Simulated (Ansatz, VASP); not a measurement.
NaB2 in VASP and in Ansatz

The input INCAR:

```
PREC = Accurate
ENCUT = 600
EDIFF = 1E-6
ISMEAR = 0
SIGMA = 0.1
LREAL = F
LASPH = T
NELM = 80
ALGO = Normal
ISIF = 3
LWAVE = F
LCHARG = F
GGA = PE
IBRION = 2
NSW = 100
EDIFFG = -0.01
```

File KPOINTS:

```
regular mesh
0
Gamma
  18 18 12
```

Contents of POSCAR:

```
NaB2
1.0
    3.0371432762      0.0000000000      0.0000000000
   -1.5185716381      2.6302432321      0.0000000000
    0.0000000000      0.0000000000      4.2990676377
Na B
1 2
Direct
    0.0000000000      0.0000000000      0.0000000000
    0.6666666667      0.3333333333      0.5000000000
    0.3333333333      0.6666666667      0.5000000000
```

Input for Ansatz:

```yaml
crystal:
  lattice:
    - [3.0371432762, 0.0, 0.0]
    - [-1.5185716381, 2.6302432321, 0.0]
    - [0.0, 0.0, 4.2990676377]
  atoms:
    - { symbol: Na, position: [0.0, 0.0, 0.0] }
    - { symbol: B, position: [0.6666666667, 0.3333333333, 0.5] }
    - { symbol: B, position: [0.3333333333, 0.6666666667, 0.5] }
basis:
  ecutwfc: 420
kpoints:
  mp_grid: { grid: [18, 18, 12] }
hamiltonian:
  xc: pbe
scf:
  occupations: { method: gaussian, width: 0.1 }
output:
  forces: true
  stress: true
  eigenvalues: true
relax:
  adjacent_minimum: "off"
  f_tol: 0.01
  max_steps: 80
  cell: { stress_tol: 0.05 }
```

Change from the starting cell: species swapped into the CaSi2 type (P-3m1, No. 164).

Alike in both runs: task relaxation of cell and atoms; functional PBE; k mesh 18 × 18 × 12; occupations gaussian, width 0.1 eV; no spin polarisation.

|  | VASP | Ansatz |
| --- | --- | --- |
| version | VASP 6.6.1 | Ansatz 0.2.0 |
| potentials or method | VASP PAW PBE potentials, release 64 (Na_pv, B), cutoff 600 eV | scalar-relativistic, plane waves, PAW |
| valence electrons in the cell | 13 | 15 |

|  | VASP | Ansatz | Ansatz less VASP |
| --- | --- | --- | --- |
| gap on the k mesh at the Fermi level, each at its own relaxed structure (eV) | none | none | - |
| relaxed volume (Å³/atom) | 11.48 | 11.49 | +0.008 |
| relaxed length of the cell vector where the two differ most in proportion (Å) | 3.035 | 3.036 | +0.0008 |

A gap of «none» marks a metal or a gap that the smearing closes. VASP's potentials hold 13 valence electrons a cell and Ansatz's 15, so a difference there can come from the potentials and not from the codes.
